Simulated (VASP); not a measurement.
Write the native input for VASP 6.6.1 that does the following.

| Quantity | Value |
| --- | --- |
| Task | single point |
| Functional | PBE |
| Potentials or basis | VASP PAW PBE potentials, release 64 (Bi_d, O) |
| Cutoff | 520 eV |
| k mesh | 6 × 6 × 6 |
| Occupations | gaussian, width 0.1 eV |
| Spin | no spin polarisation |
| Dipole correction | no |
| Further INCAR settings | ALGO = Normal; EDIFF = 1e-06; NBANDS = 61 |

The structure of Bi3O lies in POSCAR:

```
Bi3O
1.0
    5.9104913130      0.0000000000      0.0000000000
    0.0000000000      5.9104913130      0.0000000000
    0.0000000000      0.0000000000      5.9104913130
Bi O
6 2
Direct
    0.2500000000      0.0000000000      0.5000000000
    0.5000000000      0.7500000000      0.0000000000
    0.7500000000      0.0000000000      0.5000000000
    0.5000000000      0.2500000000      0.0000000000
    0.0000000000      0.5000000000      0.7500000000
    0.0000000000      0.5000000000      0.2500000000
    0.0000000000      0.0000000000      0.0000000000
    0.5000000000      0.5000000000      0.5000000000
```

The cell was built from a structure type or drawn by symmetry, and may not be a known phase.

One way to write it, as run:

INCAR

```
  ALGO = Normal
  EDIFF = 1E-6
  ENCUT = 520
  GGA = PE
  ISIF = 2
  ISMEAR = 0
  LASPH = T
  LCHARG = F
  LREAL = F
  LWAVE = F
  NBANDS = 61
  NELM = 80
  PREC = Accurate
  SIGMA = 0.1
```

KPOINTS

```
k-points
0
Gamma
  6 6 6
```

Potentials or basis: VASP PAW PBE potentials, release 64 (Bi_d, O).

The run is started by

```bash
$ cat potpaw_PBE.64/Bi_d/POTCAR potpaw_PBE.64/O/POTCAR > POTCAR
$ mpirun -np 1 vasp_std > vasp.out
```

It gave:

| Item | Value |
| --- | --- |
| Pressure | -0.1 GPa |
| Band gap on the k mesh | zero (bands 51 and 52 overlap by 0.92 eV) |

Caveat: spin-orbit coupling is left out, which moves the levels of the heavy elements.

Run time: 11 min on 1 thread of AMD EPYC 7R13, on a shared host, peak memory 0.41 GiB.
